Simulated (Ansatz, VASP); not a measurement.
# Ga in VASP and in Ansatz

INCAR

```
SYSTEM = Ga
  PREC = Accurate
  ENCUT = 520
  EDIFF = 1E-8
  ISMEAR = -1
  SIGMA = 0.05
  LREAL = .False.
  LASPH = .True.
  NELM = 60
  ALGO = Normal
  ISIF = 2
  LWAVE = .False.
  LCHARG = .False.
  GGA = PS
  LEFG = .True.
  NBANDS = 34
```

File KPOINTS:

```
Automatic mesh
0
Gamma
  9 9 8
  0 0 0
```

The input POSCAR:

```
Ga
1.0
    2.2402129667     -3.7967455357      0.0000000000
    2.2402129667      3.7967455357      0.0000000000
    0.0000000000      0.0000000000      4.4863856638
Ga
4
Direct
    0.1525000000      0.8475000000      0.0785000000
    0.6525000000      0.3475000000      0.4215000000
    0.8475000000      0.1525000000      0.9215000000
    0.3475000000      0.6525000000      0.5785000000
```

Input for Ansatz:

```yaml
crystal:
  lattice:
    - [2.2402129667, -3.7967455357, 0.0]
    - [2.2402129667, 3.7967455357, 0.0]
    - [0.0, 0.0, 4.4863856638]
  atoms:
    - { symbol: Ga, position: [0.1525, 0.8475, 0.0785] }
    - { symbol: Ga, position: [0.6525, 0.3475, 0.4215] }
    - { symbol: Ga, position: [0.8475, 0.1525, 0.9215] }
    - { symbol: Ga, position: [0.3475, 0.6525, 0.5785] }
kpoints:
  mp_grid: { grid: [9, 9, 8] }
scf:
  occupations: { method: fermi_dirac, width: 0.05 }
hamiltonian:
  xc: pbesol
  pseudopotentials: { kind: all_electron, datasets: crystal }
output:
  forces: true
  stress: true
  eigenvalues: true
  efg: { contact_densities: true }
```

Change from the starting cell: volume scaled by 0.98, crystal datasets.

Alike in both runs: task electric field gradients; functional PBEsol; k mesh 9 × 9 × 8; occupations fermi-dirac, width 0.05 eV; no spin polarisation.

```csv
,VASP,Ansatz
version,VASP 6.6.1,Ansatz 0.2.0
potentials or method,"VASP PAW PBE potentials, release 64 (Ga_d), cutoff 520 eV","all-electron PAW with datasets made for the crystal, scalar-relativistic"
```

VASP gave:

- pressure (GPa): 0.0
- traceless stress, the component that is largest in VASP (GPa): 1.67
- rms of the force components (eV/Å): 0.258
- size of Vzz on the site where it differs most (V/Å²): 52.8

Problem. What did Ansatz give for the same quantities?

Solution. Pressure (GPa): 0.0; traceless stress, the component that is largest in VASP (GPa): 1.67; rms of the force components (eV/Å): 0.261; size of Vzz on the site where it differs most (V/Å²): 55.0.

VASP's potentials were made for PBE, not for PBEsol. Atom by atom the forces differ by 0.003 eV/Å (rms over components). Ansatz ran all-electron here, and VASP with PAW potentials.
